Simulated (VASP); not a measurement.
# Al (P6_3/mmc) in VASP: further runs

Runs on Al. Level: PBE+D3(BJ). Tasks: single point.

All numbers are computed with VASP 6.6.1; they aren't measurements. Logs are shortened: lines on timing, memory, paths and dates and some standing lists are left out, and cuts for length are marked.

## 1. The cell of the first run

The structure is hexagonal, space group P6_3/mmc (No. 194). Conventional cell: a = 2.770 Å, b = 2.770 Å, c = 9.391 Å, α = 90.00°, β = 90.00°, γ = 120.00°. Within 3.7 Å of Al (site symmetry -3m) lie 12 Al at 2.77 to 2.84 Å. Al (site symmetry -6m2) has 12 Al at 2.77 to 2.84 Å within 3.7 Å.

This isn't the form of Al at room conditions, which is fcc.

## 2. Single point, PBE+D3(BJ) (15.60 Å³/atom)

File INCAR:

```
PREC = Accurate
ENCUT = 520
EDIFF = 1E-6
ISMEAR = 0
SIGMA = 0.15
LREAL = False
LASPH = True
NELM = 60
ALGO = Fast
ISIF = 2
LWAVE = False
LCHARG = False
GGA = PE
IVDW = 12
NBANDS = 14
```

File KPOINTS:

```
regular mesh
0
Gamma
  18 18 6
```

File POSCAR:

```
Al
1.0
    2.7698908949      0.0000000000      0.0000000000
   -1.3849454475      2.3987958807      0.0000000000
    0.0000000000      0.0000000000      9.3907611011
Al
4
Direct
    0.0000000000      0.0000000000      0.0000000000
    0.3333333333      0.6666666667      0.2500000000
    0.0000000000      0.0000000000      0.5000000000
    0.6666666667      0.3333333333      0.7500000000
```

Potentials or basis: VASP PAW PBE potentials, release 64 (Al).

Command:

```console
cat potpaw_PBE.64/Al/POTCAR > POTCAR
mpirun -np 1 vasp_std > vasp.out
```

OUTCAR:

```text
PREC = Accurate
   ENCUT = 520
   EDIFF = 1E-6
   ISMEAR = 0
   LREAL = False
   LASPH = True
   NELM = 60
   ISIF = 2
   GGA = PE
   IVDW = 12
 IVDW          = 12

 ion  position               nearest neighbor table
   1  0.000  0.000  0.000-   2 2.84   4 2.84   4 2.84   2 2.84   4 2.84   2 2.84
   2  0.333  0.667  0.250-   1 2.84   3 2.84   1 2.84   3 2.84   1 2.84   3 2.84
   3  0.000  0.000  0.500-   2 2.84   4 2.84   4 2.84   2 2.84   4 2.84   2 2.84
   4  0.667  0.333  0.750-   1 2.84   3 2.84   1 2.84   3 2.84   1 2.84   3 2.84

  LATTYP: Found a hexagonal cell.
 ALAT       =     2.7698908949
 C/A-ratio  =     3.3903000000

  Lattice vectors:

 A1 = (   2.7698908949,   0.0000000000,   0.0000000000)
 A2 = (  -1.3849454475,   2.3987958807,   0.0000000000)
 A3 = (   0.0000000000,   0.0000000000,   9.3907611011)

Analysis of symmetry for initial positions (statically):
=====================================================================
 Subroutine PRICEL returns:
 Original cell was already a primitive cell.

 Routine SETGRP: Setting up the symmetry group for a
 hexagonal supercell.

 Subroutine GETGRP returns: Found 24 space group operations
 (whereof 12 operations were pure point group operations)
 out of a pool of 24 trial point group operations.

The static configuration has the point symmetry D_3d.
 The point group associated with its full space group is D_6h.

Analysis of symmetry for dynamics (positions and initial velocities):
=====================================================================
 Subroutine PRICEL returns:
 Original cell was already a primitive cell.

 Routine SETGRP: Setting up the symmetry group for a
 hexagonal supercell.

 Subroutine GETGRP returns: Found 24 space group operations
 (whereof 12 operations were pure point group operations)
 out of a pool of 24 trial point group operations.

The dynamic configuration has the point symmetry D_3d.
 The point group associated with its full space group is D_6h.

 Subroutine INISYM returns: Found 24 space group operations
 (whereof 12 operations are pure point group operations),
 and found     1 'primitive' translations

----------------------------------------------------------------------------------------

                                     Primitive cell

  volume of cell :      62.3960

  direct lattice vectors                    reciprocal lattice vectors
     2.769890895  0.000000000  0.000000000     0.361025050  0.208437910  0.000000000
    -1.384945448  2.398795881  0.000000000     0.000000000  0.416875820  0.000000000
     0.000000000  0.000000000  9.390761101     0.000000000  0.000000000  0.106487641

  length of vectors
     2.769890895  2.769890895  9.390761101     0.416875820  0.416875820  0.106487641

  position of ions in fractional coordinates (direct lattice)
     0.000000000  0.000000000  0.000000000
     0.333333333  0.666666667  0.250000000
     0.000000000  0.000000000  0.500000000
     0.666666667  0.333333333  0.750000000

  ion indices of the primitive-cell ions
   primitive index   ion index
                 1           1
                 2           2
                 3           3
                 4           4

----------------------------------------------------------------------------------------

 KPOINTS: regular mesh

Automatic generation of k-mesh.
 Grid dimensions read from file:
 generate k-points for:   18   18    6

 Generating k-lattice:

  Cartesian coordinates                     Fractional coordinates (reciprocal lattice)
     0.020056947  0.011579884  0.000000000     0.055555556  0.000000000  0.000000000
     0.000000000  0.023159768  0.000000000     0.000000000  0.055555556  0.000000000
     0.000000000  0.000000000  0.017747940     0.000000000  0.000000000  0.166666667

  Length of vectors
     0.023159768  0.023159768  0.017747940

  Shift w.r.t. Gamma in fractional coordinates (k-lattice)
     0.000000000  0.000000000  0.000000000

 Subroutine IBZKPT returns following result:
 ===========================================

 Found    148 irreducible k-points:

 Following reciprocal coordinates:
            Coordinates               Weight
  0.000000  0.000000  0.000000      1.000000
  0.055556 -0.000000  0.000000      6.000000
  0.111111 -0.000000  0.000000      6.000000
  0.166667  0.000000  0.000000      6.000000
  0.222222  0.000000  0.000000      6.000000
  0.277778  0.000000  0.000000      6.000000
[... 16 lines left out ...]
  0.333333  0.111111  0.000000     12.000000
  0.388889  0.111111  0.000000     12.000000
 [... further k-points ...]
   k-points           NKPTS =    148   k-points in BZ     NKDIM =    148   number of bands    NBANDS=     14
   number of dos      NEDOS =    301   number of ions     NIONS =      4
   total plane-waves  NPLWV =  40320
   dimension x,y,z NGX =    24 NGY =   24 NGZ =   70
   dimension x,y,z NGXF=    48 NGYF=   48 NGZF=  140
   ions per type =               4
   NGX,Y,Z   is equivalent  to a cutoff of  14.40, 14.40, 12.39 a.u.
   NGXF,Y,Z  is equivalent  to a cutoff of  28.81, 28.81, 24.78 a.u.
 SYSTEM =  unknown system
   PREC   = accura    normal or accurate (medium, high low for compatibility)
   ISTART =      0    job   : 0-new  1-cont  2-samecut
   ICHARG =      2    charge: 1-file 2-atom 10-const
   ISPIN  =      1    spin polarized calculation?
   LNONCOLLINEAR =      F non collinear calculations
   LSORBIT =      F    spin-orbit coupling
   LASPH  =      T    aspherical Exc in radial PAW
   ENCUT  =  520.0 eV  38.22 Ry    6.18 a.u.   5.15  5.15 17.46*2*pi/ulx,y,z
   NELM   =     60;   NELMIN=  2; NELMDL= -5     # of ELM steps
   EDIFF  = 0.1E-05   stopping-criterion for ELM
   LREAL  =      F    real-space projection
   EDIFFG = 0.1E-04   stopping-criterion for IOM
   NSW    =      0    number of steps for IOM
   IBRION =     -1    ionic relax: 0-MD 1-quasi-New 2-CG
   NFREE  =      0    steps in history (QN), initial steepest desc. (CG)
   ISIF   =      2    stress and relaxation
   ISYM   =      2    0-nonsym 1-usesym 2-fastsym
   POTIM  = 0.5000    time-step for ionic-motion
   TEBEG  =    0.0;   TEEND  =   0.0 temperature during run
   PSTRESS=    0.0 pullay stress
   NELECT =      12.0000    total number of electrons
   NUPDOWN=      -1.0000    fix difference up-down
   EMIN   =  10.00;   EMAX   =-10.00  energy-range for DOS
   EFERMI =   0.00;   METHOD = LEGACY
   ISMEAR =     0;   SIGMA  =   0.15  broadening in eV -4-tet -1-fermi 0-gaus
   EFERMI_NEDOS =   21; number of points for ismear=-14 and -15
   IALGO  =     68    algorithm
   IMIX   =      4    mixing-type and parameters
     AMIX     =   0.40;   BMIX     =  1.00
     AMIX_MAG =   1.60;   BMIX_MAG =  1.00
  volume/ion in A,a.u.               =      15.60       105.27
  Fermi-wavevector in a.u.,A,eV,Ry     =   0.944966  1.785727 12.149477  0.892961
  Thomas-Fermi vector in A             =   2.072822
   LORBIT       =      0    0 simple, 1 ext, 2 COOP (PROOUT), +10 PAW based schemes
   GGA     = PE    functional components
   LHFCALC =     F    Hartree Fock is set to
   AEXX    =    0.0000 exact exchange contribution
   IVDW    =    12    specifies the selected vdW correction
   LEPSILON=     F    determine dielectric tensor
   LRPA    =     F    only Hartree local field effects (RPA)
 non-spin polarized calculation
 RMM-DIIS sequential band-by-band and
 Gauss-broadening in eV      SIGMA  =   0.15
  energy-cutoff  :      520.00
  volume of cell :       62.40
 maximum number of plane-waves:      1702
 NGX is ok and might be reduce to    24
   NGX = 11   NGY = 11   NGZ = 35

 number of electron      12.0000000 magnetization

 Free energy of the ion-electron system (eV)
  ---------------------------------------------------
  ext. energy  EPLUGINS =         0.00000000
  ---------------------------------------------------
  free energy    TOTEN  =       -14.86776518 eV

  energy without entropy =      -14.84763645  energy(sigma->0) =      -14.85770081

 E-fermi :   8.5887     XC(G=0): -10.4015

 val. band max:        8.5810351476   @ k =   0.4444   0.0556   0.3333
 cond. band min:       8.5893488996   @ k =   0.3889   0.2222   0.3333
 fundamental gap:      0.0083137520
 Fermi energy:         8.5886551093

 k-point     1 :       0.0000    0.0000    0.0000
  band No.  band energies     occupation
      1      -2.9319      2.00000
      2      -1.2673      2.00000
      3      -1.2608      2.00000
      4       3.5801      2.00000
      5       3.6744      2.00000
      6      11.4472      0.00000
      7      11.4560      0.00000
      8      20.3070      0.00000
      9      20.3070      0.00000
     10      20.3649      0.00000
     11      20.3649      0.00000
     12      20.5689      0.00000
     13      21.2583      0.00000
     14      21.2722      0.00000

 k-point     2 :       0.0556   -0.0000    0.0000
  band No.  band energies     occupation
      1      -2.8525      2.00000
      2      -1.1889      2.00000
      3      -1.1824      2.00000
      4       3.6536      2.00000
      5       3.7517      2.00000
      6      11.5128      0.00000
      7      11.5232      0.00000
      8      18.5201      0.00000
      9      19.2008      0.00000
     10      19.7424      0.00000
     11      19.8821      0.00000
     12      20.3607      0.00000
     13      20.5413      0.00000
     14      20.5519      0.00000
[... 343 lines left out ...]
      1       1.1311      2.00000
      2       2.7409      2.00000
      3       2.7433      2.00000
      4       6.3517      2.00000
      5       7.3293      2.00000
      6       7.6476      2.00000
      7       8.2790      1.99649
      8       8.5013      1.58985
      9      11.6960      0.00000
     10      12.6917      0.00000
     11      13.1272      0.00000
     12      13.4133      0.00000
     13      13.8920      0.00000
     14      15.5932      0.00000

 k-point    24 :       0.3889    0.1111    0.0000
  band No.  band energies     occupation
      1       2.2778      2.00000
      2       3.8516      2.00000
      3       3.8563      2.00000
      4       4.9683      2.00000
      5       6.6182      2.00000
      6       6.6225      2.00000
      7       8.5618      1.19969
      8       8.8749      0.00697
      9      10.9724      0.00000
     10      11.2074      0.00000
     11      12.4207      0.00000
     12      13.2484      0.00000
     13      13.5840      0.00000
     14      16.4251      0.00000

 [... further k-points ...]

------------------------ aborting loop because EDIFF is reached ----------------------------------------

 Edisp (eV)   -1.42630

 E8    (eV) :    -0.6384

  FORCE on cell =-STRESS in cart. coord.  units (eV):
  Direction    XX          YY          ZZ          XY          YZ          ZX
  --------------------------------------------------------------------------------------
  -------------------------------------------------------------------------------------
  Total       1.06096     1.06096    -0.30578    -0.00000     0.00000     0.00000
  in kB      27.24287    27.24287    -7.85179    -0.00000     0.00000     0.00000
  external pressure =       15.54 kB  Pullay stress =        0.00 kB

 VOLUME and BASIS-vectors are now :
 -----------------------------------------------------------------------------
  energy-cutoff  :      520.00
  volume of cell :       62.40
      direct lattice vectors                 reciprocal lattice vectors
     2.769890895  0.000000000  0.000000000     0.361025050  0.208437910  0.000000000
    -1.384945448  2.398795881  0.000000000     0.000000000  0.416875820  0.000000000
     0.000000000  0.000000000  9.390761101     0.000000000  0.000000000  0.106487641

 POSITION                                       TOTAL-FORCE (eV/Angst)
 -----------------------------------------------------------------------------------
      0.00000      0.00000      0.00000        -0.000000      0.000000      0.000000
     -0.00000      1.59920      2.34769        -0.000000      0.000000     -0.000000
      0.00000      0.00000      4.69538        -0.000000      0.000000      0.000000
      1.38495      0.79960      7.04307         0.000000     -0.000000      0.000000
 -----------------------------------------------------------------------------------
    total drift:                               -0.000000      0.000000      0.000000

  FREE ENERGIE OF THE ION-ELECTRON SYSTEM (eV)
  ---------------------------------------------------
  free  energy   TOTEN  =       -16.2940623773 eV

  energy  without entropy=      -16.2739336545  energy(sigma->0) =      -16.28399802
```

It took 42 s on 1 thread of Intel Xeon 6975P-C (Granite Rapids), shared host; peak memory 0.25 GiB.

What came out:

| Quantity | Value |
| --- | --- |
| Free energy | -16.2941 eV |
| Pressure | 1.6 GPa |
| Band gap on the k mesh | zero (bands 6 and 7 overlap by 5.01 eV) |
| Dispersion energy per atom | -0.357 eV |

## 3. Single point, PBE+D3(BJ) (15.60 Å³/atom)

File INCAR:

```
PREC     = Accurate       # precision mode
ENCUT    = 520            # plane-wave cutoff, eV
EDIFF    = 1E-6           # SCF threshold, eV
ISMEAR   = 0              # smearing method
SIGMA    = 0.15           # smearing width, eV
LREAL    = F              # projectors in reciprocal space
LASPH    = T              # aspherical terms in the spheres
NELM     = 100            # most SCF steps
ALGO     = Normal         # electronic algorithm
ISIF     = 2              # what is computed and relaxed
LWAVE    = F              # write WAVECAR
LCHARG   = F              # write CHGCAR
GGA      = PE             # functional
IVDW     = 12             # dispersion correction
NBANDS   = 14             # bands
```

KPOINTS is that of step 2.

File POSCAR:

```
Al
1.0
    2.8297408021      0.0000000000      0.0000000000
   -1.4148704010      2.4506274207      0.0000000000
    0.0000000000      0.0000000000      8.9977268284
Al
4
Direct
    0.0000000000      0.0000000000      0.0000000000
    0.3333333333      0.6666666667      0.2500000000
    0.0000000000      0.0000000000      0.5000000000
    0.6666666667      0.3333333333      0.7500000000
```

Potentials or basis: VASP PAW PBE potentials, release 64 (Al).

Command:

```console
cat potpaw_PBE.64/Al/POTCAR > POTCAR
mpirun -np 1 vasp_std > vasp.out
```

It took 33 s on 1 thread of Intel Xeon 6975P-C (Granite Rapids), shared host; peak memory 0.24 GiB.

Results (log left out):

```yaml
Free_energy: -16.2961 eV
Pressure: 1.4 GPa
Band_gap_on_the_k_mesh: zero (bands 6 and 7 overlap by 6.04 eV)
Dispersion_energy_per_atom: -0.357 eV
```

Stress tensor (GPa, compression positive):
```
0.32 0.00 0.00
0.00 0.32 0.00
0.00 0.00 3.68
```

Levels at points of the mesh, in eV from the Fermi level:
| k point | band 4 | band 5 | band 6 | band 7 | band 8 | band 9 |
| --- | --- | --- | --- | --- | --- | --- |
| (0.00, 0.00, 0.00) | -4.66 | -4.11 | 4.07 | 4.09 | 10.68 | 10.68 |
| (0.50, 0.00, 0.00) | -4.05 | -3.45 | -3.36 | 0.85 | 1.29 | 1.67 |
| (0.00, 0.00, 0.50) | -7.48 | -0.51 | -0.51 | 9.22 | 9.22 | 11.03 |
| (0.50, 0.00, 0.50) | -5.04 | -1.89 | -1.89 | -1.19 | -1.19 | 4.95 |

The gap in the log of VASP goes by the Fermi energy; the results here count the filled bands.